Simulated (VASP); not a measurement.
# VSi16 (F-43m) in VASP: relaxation of the atoms with PBEsol+U

Aim: the relaxation of the atoms of VSi16 with PBEsol+U.

Everything below comes from runs of VASP 6.6.1. Logs are shortened: lines on timing, memory, paths and dates and some standing lists are left out, and cuts for length are marked.

## Step 1: The cell of the first run

It takes space group F-43m (No. 216, cubic). Conventional cell: a = 10.874 Å, b = 10.874 Å, c = 10.874 Å, α = 90.00°, β = 90.00°, γ = 90.00°. Within 3.1 Å of V (site symmetry -43m) lie 10 Si at 2.35 to 2.72 Å. Si (site symmetry -43m) has 4 Si at 2.35 Å within 3.1 Å. Si (site symmetry 2mm) has 4 Si at 2.35 Å and 1 V at 2.72 Å within 3.1 Å. Si (site symmetry -43m) has 4 Si at 2.35 Å within 3.1 Å. Si (site symmetry 3m) has 1 V at 2.35 Å and 4 Si at 2.35 Å within 3.1 Å. Si (site symmetry 3m) has 4 Si at 2.35 Å within 3.1 Å.

## Step 2: Relaxation of the atoms, PBEsol+U, collinear spin, ferromagnetic start

The input, INCAR:

```
SYSTEM = VSi16
PREC = Accurate
ENCUT = 520
EDIFF = 1E-6
ISMEAR = 0
SIGMA = 0.05
LREAL = Auto
LASPH = .TRUE.
NELM = 150
ALGO = Normal
ISIF = 2
LWAVE = .FALSE.
LCHARG = .FALSE.
ISPIN = 2
MAGMOM = 5 0 0 0 0 0 0 0 0 0 0 0 0 0 0 0 0
LORBIT = 11
LMAXMIX = 4
LDAU = .TRUE.
LDAUTYPE = 2
LDAUL = 2 -1
LDAUU = 3 0
LDAUJ = 0 0
LDAUPRINT = 1
GGA = PS
IBRION = 2
NSW = 50
EDIFFG = -0.03
KPAR = 2
```

The input, KPOINTS:

```
Automatic mesh
0
G
  3 3 3
  0 0 0
```

The input, POSCAR:

```
VSi16
1.0
    0.0000000000      5.4370000000      5.4370000000
    5.4370000000      0.0000000000      5.4370000000
    5.4370000000      5.4370000000      0.0000000000
V Si
1 16
Direct
    0.2500000000      0.2500000000      0.2500000000
    0.0000000000      0.0000000000      0.0000000000
    0.0000000000      0.0000000000      0.5000000000
    0.0000000000      0.5000000000      0.0000000000
    0.0000000000      0.5000000000      0.5000000000
    0.5000000000      0.0000000000      0.0000000000
    0.5000000000      0.0000000000      0.5000000000
    0.5000000000      0.5000000000      0.0000000000
    0.5000000000      0.5000000000      0.5000000000
    0.1250000000      0.1250000000      0.1250000000
    0.1250000000      0.1250000000      0.6250000000
    0.1250000000      0.6250000000      0.1250000000
    0.1250000000      0.6250000000      0.6250000000
    0.6250000000      0.1250000000      0.1250000000
    0.6250000000      0.1250000000      0.6250000000
    0.6250000000      0.6250000000      0.1250000000
    0.6250000000      0.6250000000      0.6250000000
```

Potentials or basis: VASP PAW PBE potentials, release 64 (V_sv, Si).

Run with:

```console
$ cat potpaw_PBE.64/V_sv/POTCAR potpaw_PBE.64/Si/POTCAR > POTCAR
$ mpirun -np 2 vasp_std > vasp.out
```

OUTCAR:

```text
SYSTEM = VSi16
   PREC = Accurate
   ENCUT = 520
   EDIFF = 1E-6
   ISMEAR = 0
   LREAL = Auto
   LASPH = .TRUE.
   NELM = 150
   ISIF = 2
   ISPIN = 2
   LORBIT = 11
   GGA = PS
   IBRION = 2
   NSW = 50
   EDIFFG = -0.03

 ion  position               nearest neighbor table
   1  0.250  0.250  0.250-  11 2.35  10 2.35  12 2.35  14 2.35   7 2.72   8 2.72   3 2.72   4 2.72
                             5 2.72   6 2.72
   2  0.000  0.000  0.000-  11 2.35  10 2.35  12 2.35  14 2.35
   3  0.000  0.000  0.500-  10 2.35  11 2.35  13 2.35  15 2.35   1 2.72
   4  0.000  0.500  0.000-  13 2.35  12 2.35  10 2.35  16 2.35   1 2.72
   5  0.000  0.500  0.500-  12 2.35  11 2.35  13 2.35  17 2.35   1 2.72
   6  0.500  0.000  0.000-  15 2.35  14 2.35  10 2.35  16 2.35   1 2.72
   7  0.500  0.000  0.500-  14 2.35  11 2.35  15 2.35  17 2.35   1 2.72
   8  0.500  0.500  0.000-  17 2.35  14 2.35  16 2.35  12 2.35   1 2.72
   9  0.500  0.500  0.500-  16 2.35  15 2.35  13 2.35  17 2.35
  10  0.125  0.125  0.125-   3 2.35   2 2.35   1 2.35   4 2.35   6 2.35
  11  0.125  0.125  0.625-   1 2.35   2 2.35   3 2.35   5 2.35   7 2.35
  12  0.125  0.625  0.125-   5 2.35   2 2.35   4 2.35   1 2.35   8 2.35
  13  0.125  0.625  0.625-   4 2.35   3 2.35   5 2.35   9 2.35
  14  0.625  0.125  0.125-   7 2.35   2 2.35   6 2.35   1 2.35   8 2.35
  15  0.625  0.125  0.625-   6 2.35   3 2.35   7 2.35   9 2.35
  16  0.625  0.625  0.125-   9 2.35   6 2.35   8 2.35   4 2.35
  17  0.625  0.625  0.625-   8 2.35   7 2.35   5 2.35   9 2.35

  LATTYP: Found a face centered cubic cell.
 ALAT       =    10.8740000000

  Lattice vectors:

 A1 = (   0.0000000000,   5.4370000000,   5.4370000000)
 A2 = (   5.4370000000,   0.0000000000,   5.4370000000)
 A3 = (   5.4370000000,   5.4370000000,   0.0000000000)

Analysis of symmetry for initial positions (statically):
=====================================================================
 Subroutine PRICEL returns:
 Original cell was already a primitive cell.

 Routine SETGRP: Setting up the symmetry group for a
 face centered cubic supercell.

 Subroutine GETGRP returns: Found 24 space group operations
 (whereof 24 operations were pure point group operations)
 out of a pool of 48 trial point group operations.

The static configuration has the point symmetry T_d .

Analysis of symmetry for dynamics (positions and initial velocities):
=====================================================================
 Subroutine PRICEL returns:
 Original cell was already a primitive cell.

 Routine SETGRP: Setting up the symmetry group for a
 face centered cubic supercell.

 Subroutine GETGRP returns: Found 24 space group operations
 (whereof 24 operations were pure point group operations)
 out of a pool of 48 trial point group operations.

The dynamic configuration has the point symmetry T_d .

Analysis of structural, dynamic, and magnetic symmetry:
=====================================================================
 Subroutine PRICEL returns:
 Original cell was already a primitive cell.

 Routine SETGRP: Setting up the symmetry group for a
 face centered cubic supercell.

 Subroutine GETGRP returns: Found 24 space group operations
 (whereof 24 operations were pure point group operations)
 out of a pool of 48 trial point group operations.

The overall configuration has the point symmetry T_d .

 Subroutine INISYM returns: Found 24 space group operations
 (whereof 24 operations are pure point group operations),
 and found     1 'primitive' translations

----------------------------------------------------------------------------------------

                                     Primitive cell

  volume of cell :     321.4460

  direct lattice vectors                    reciprocal lattice vectors
     0.000000000  5.437000000  5.437000000    -0.091962479  0.091962479  0.091962479
     5.437000000  0.000000000  5.437000000     0.091962479 -0.091962479  0.091962479
     5.437000000  5.437000000  0.000000000     0.091962479  0.091962479 -0.091962479

  length of vectors
[... 116 lines left out ...]
 LDA+U is selected, type is set to LDAUTYPE =  2
   angular momentum for each species LDAUL =     2   -1
   U (eV)           for each species LDAUU =   3.0  0.0
   J (eV)           for each species LDAUJ =   0.0  0.0
   GGA     = PS    functional components
   LHFCALC =     F    Hartree Fock is set to
   AEXX    =    0.0000 exact exchange contribution
   IVDW    =     0    specifies the selected vdW correction
   LEPSILON=     F    determine dielectric tensor
   LRPA    =     F    only Hartree local field effects (RPA)
 conjugate gradient relaxation of ions
 spin polarized calculation
 Gauss-broadening in eV      SIGMA  =   0.05
  energy-cutoff  :      520.00
  volume of cell :      321.45
 maximum number of plane-waves:      8682
 NGX is ok and might be reduce to    60
   NGX = 29   NGY = 29   NGZ = 29

--------------------------------------- Ionic step        1  -------------------------------------------

 number of electron      77.0000007 magnetization       3.3992614

 Free energy of the ion-electron system (eV)
  ---------------------------------------------------
  ext. energy  EPLUGINS =         0.00000000
  ---------------------------------------------------
  free energy    TOTEN  =       -97.04972627 eV

  energy without entropy =      -97.03664374  energy(sigma->0) =      -97.04318500

------------------------ aborting loop because EDIFF is reached ----------------------------------------

  FORCE on cell =-STRESS in cart. coord.  units (eV):
  Direction    XX          YY          ZZ          XY          YZ          ZX
  --------------------------------------------------------------------------------------
  -------------------------------------------------------------------------------------
  Total        4.2533343      4.2533343      4.2533343      0.0000000     -0.0000000     -0.0000000
  in kB       21.1998167     21.1998167     21.1998167      0.0000000     -0.0000000     -0.0000000
  external PRESSURE =      21.1998167 kB  Pullay stress =       0.0000000 kB
[... 134 lines left out ...]
  FREE ENERGIE OF THE ION-ELECTRON SYSTEM (eV)
  ---------------------------------------------------
  free  energy   TOTEN  =       -97.4008343980 eV

  energy  without entropy=      -97.3923014691  energy(sigma->0) =      -97.39656793

atom =   1  type =  1  l = 2

 onsite density matrix

spin component  1

  0.6821 -0.0000 -0.0000  0.0000 -0.0000
 -0.0000  0.6821 -0.0000  0.0000  0.0000
 -0.0000 -0.0000  0.4266  0.0000  0.0000
  0.0000  0.0000  0.0000  0.6821  0.0000
 -0.0000  0.0000  0.0000  0.0000  0.4266

spin component  2

  0.0799 -0.0000  0.0000  0.0000  0.0000
 -0.0000  0.0799  0.0000 -0.0000 -0.0000
  0.0000  0.0000  0.0943 -0.0000  0.0000
  0.0000 -0.0000 -0.0000  0.0799  0.0000
  0.0000 -0.0000  0.0000  0.0000  0.0943

 occupancies and eigenvectors

  o =  0.0799  v =  0.0000  0.0000  0.0000  0.0000  0.0000  0.0000  0.3277  0.0000 -0.9448  0.0000      0.0000  0.0000  0.0000  0.0000  0.0000  0.0000  0.0000  0.0000  0.0000  0.0000
  o =  0.0799  v =  0.0000  0.0000  0.0000  0.0000  0.0000  0.0000  0.9448  0.0000  0.3277  0.0000      0.0000  0.0000  0.0000  0.0000  0.0000  0.0000  0.0000  0.0000  0.0000  0.0000
  o =  0.0799  v =  0.0000  0.0000  0.0000  0.0000  0.0000  1.0000  0.0000  0.0000  0.0000  0.0000      0.0000  0.0000  0.0000  0.0000  0.0000  0.0000  0.0000  0.0000  0.0000  0.0000
  o =  0.0943  v =  0.0000  0.0000  0.0000  0.0000  0.0000  0.0000  0.0000 -0.9996 -0.0000  0.0278      0.0000  0.0000  0.0000  0.0000  0.0000  0.0000  0.0000  0.0000  0.0000  0.0000
  o =  0.0943  v =  0.0000  0.0000  0.0000  0.0000  0.0000  0.0000  0.0000  0.0278  0.0000  0.9996      0.0000  0.0000  0.0000  0.0000  0.0000  0.0000  0.0000  0.0000  0.0000  0.0000
  o =  0.4266  v =  0.0000 -0.0000 -0.9979  0.0000  0.0653  0.0000  0.0000  0.0000  0.0000  0.0000      0.0000  0.0000  0.0000  0.0000  0.0000  0.0000  0.0000  0.0000  0.0000  0.0000
  o =  0.4266  v =  0.0000 -0.0000  0.0653  0.0000  0.9979  0.0000  0.0000  0.0000  0.0000  0.0000      0.0000  0.0000  0.0000  0.0000  0.0000  0.0000  0.0000  0.0000  0.0000  0.0000
  o =  0.6821  v =  0.0000  0.9911 -0.0000 -0.1332  0.0000  0.0000  0.0000  0.0000  0.0000  0.0000      0.0000  0.0000  0.0000  0.0000  0.0000  0.0000  0.0000  0.0000  0.0000  0.0000
  o =  0.6821  v =  1.0000  0.0000  0.0000  0.0000  0.0000  0.0000  0.0000  0.0000  0.0000  0.0000      0.0000  0.0000  0.0000  0.0000  0.0000  0.0000  0.0000  0.0000  0.0000  0.0000
  o =  0.6821  v =  0.0000 -0.1332 -0.0000 -0.9911 -0.0000  0.0000  0.0000  0.0000  0.0000  0.0000      0.0000  0.0000  0.0000  0.0000  0.0000  0.0000  0.0000  0.0000  0.0000  0.0000

--------------------------------------- Ionic step        4  -------------------------------------------

 number of electron      77.0000003 magnetization       3.7395224

 Free energy of the ion-electron system (eV)
  ---------------------------------------------------
  ext. energy  EPLUGINS =         0.00000000
  ---------------------------------------------------
  free energy    TOTEN  =       -97.40160863 eV

  energy without entropy =      -97.39288692  energy(sigma->0) =      -97.39724778

 E-fermi :   6.8664     XC(G=0):  -9.8619

 val. band max:        6.7575393815   @ k =   0.3333   0.0000   0.0000
 cond. band min:       6.8673765262   @ k =   0.3333   0.0000   0.0000
 fundamental gap:      0.1098371448
 Fermi energy:         6.8664375316

 spin component 1

 k-point     1 :       0.0000    0.0000    0.0000
  band No.  band energies     occupation
      1     -57.8917      1.00000
      2     -31.9503      1.00000
      3     -31.9503      1.00000
      4     -31.9503      1.00000
      5      -5.9124      1.00000
      6      -3.6339      1.00000
[... 201 lines left out ...]
     49       9.4910      0.00000
     50       9.6042      0.00000
 Fermi energy:         6.8664375316

 spin component 2

 k-point     1 :       0.0000    0.0000    0.0000
  band No.  band energies     occupation
      1     -55.5536      1.00000
      2     -29.6261      1.00000
      3     -29.6261      1.00000
      4     -29.6261      1.00000
      5      -5.8094      1.00000
      6      -3.5690      1.00000
[... 245 lines left out ...]
  FREE ENERGIE OF THE ION-ELECTRON SYSTEM (eV)
  ---------------------------------------------------
  free  energy   TOTEN  =       -97.4016086286 eV

  energy  without entropy=      -97.3928869245  energy(sigma->0) =      -97.39724778

 reached required accuracy - stopping structural energy minimisation

 total charge

# of ion       s       p       d       tot
------------------------------------------
    1        2.223   6.176   3.296  11.695
    2        0.758   0.961   0.000   1.719
    3        0.747   0.928   0.000   1.675
    4        0.747   0.928   0.000   1.675
    5        0.747   0.928   0.000   1.675
    6        0.747   0.928   0.000   1.675
[... 9 lines left out ...]
   16        0.754   0.929   0.000   1.683
   17        0.754   0.929   0.000   1.683
--------------------------------------------------
tot         14.248  21.148   3.296  38.693

 magnetization (x)

# of ion       s       p       d       tot
------------------------------------------
    1        0.029   0.028   2.456   2.513
    2        0.010   0.004   0.000   0.014
    3        0.001   0.011   0.000   0.012
    4        0.001   0.011   0.000   0.012
    5        0.001   0.011   0.000   0.012
    6        0.001   0.011   0.000   0.012
[... 9 lines left out ...]
   16        0.003  -0.003   0.000  -0.001
   17        0.003  -0.003   0.000  -0.001
--------------------------------------------------
tot          0.051   0.145   2.456   2.653
```

Wall time 8.7 min (2 MPI ranks of Intel Xeon Platinum 8488C (Sapphire Rapids), shared host); peak memory 0.69 GiB.

Results:

- Free energy: -97.4016 eV
- Energy gained by relaxing: 20.7 meV/atom
- Ionic steps: 4
- Pressure after relaxing: 1.5 GPa
- Net moment: 3.74 μB per cell
- Site moments: V +2.51; Si +0.01, -0.00 (each value once) μB
- Valence electrons inside the program's atomic spheres: V 11.70; Si 1.72, 1.68, 1.70 (each value once)

The path:
```
step  energy change (eV)  largest force (eV/Å)  pressure (GPa)
   1              0.0000                1.8517            2.12
   2             -0.3508                0.0738            1.48
   3             -0.3511                0.0792            1.48
   4             -0.3519                0.0201            1.48
```

Final structure:
```cif
data_structure
_symmetry_space_group_name_H-M 'P 1'
_symmetry_Int_Tables_number 1
_cell_length_a 7.6891
_cell_length_b 7.6891
_cell_length_c 7.6891
_cell_angle_alpha 60.000
_cell_angle_beta 60.000
_cell_angle_gamma 60.000
_cell_volume 321.45
loop_
_atom_site_label
_atom_site_type_symbol
_atom_site_fract_x
_atom_site_fract_y
_atom_site_fract_z
_atom_site_occupancy
V1 V 0.25000 0.25000 0.25000 1
Si1 Si 0.00000 0.00000 0.00000 1
Si2 Si 0.99835 0.99835 0.50165 1
Si3 Si 0.99835 0.50165 0.99835 1
Si4 Si 0.99835 0.50165 0.50165 1
Si5 Si 0.50165 0.99835 0.99835 1
Si6 Si 0.50165 0.99835 0.50165 1
Si7 Si 0.50165 0.50165 0.99835 1
Si8 Si 0.50000 0.50000 0.50000 1
Si9 Si 0.12042 0.12042 0.12042 1
Si10 Si 0.12042 0.12042 0.63875 1
Si11 Si 0.12042 0.63875 0.12042 1
Si12 Si 0.12790 0.62403 0.62403 1
Si13 Si 0.63875 0.12042 0.12042 1
Si14 Si 0.62403 0.12790 0.62403 1
Si15 Si 0.62403 0.62403 0.12790 1
Si16 Si 0.62403 0.62403 0.62403 1
```

Levels at points of the mesh, in eV from the Fermi level:
Spin up:
```tsv
k point	band 36	band 37	band 38	band 39	band 40	band 41	band 42	band 43	band 44	band 45
(0.00, 0.00, 0.00)	-1.38	-0.59	-0.59	-0.59	-0.36	-0.36	-0.26	0.56	0.56	0.56
```
Spin down:
| k point | band 33 | band 34 | band 35 | band 36 | band 37 | band 38 | band 39 | band 40 |
| --- | --- | --- | --- | --- | --- | --- | --- | --- |
| (0.00, 0.00, 0.00) | -1.76 | -0.86 | -0.86 | -0.86 | -0.36 | -0.36 | -0.36 | -0.13 |

Eigenvalues of the final occupation matrices:
```tsv
site	spin	trace	eigenvalues
site 1 d	1	2.90	0.43 0.43 0.68 0.68 0.68
site 1 d	2	0.43	0.08 0.08 0.08 0.09 0.09
```

Caveat: the PAW data sets were made with another functional, which shifts forces and pressure a little; the U is typed as a test and isn't derived for this compound. The state reached can hang on the start; a lower one may exist.
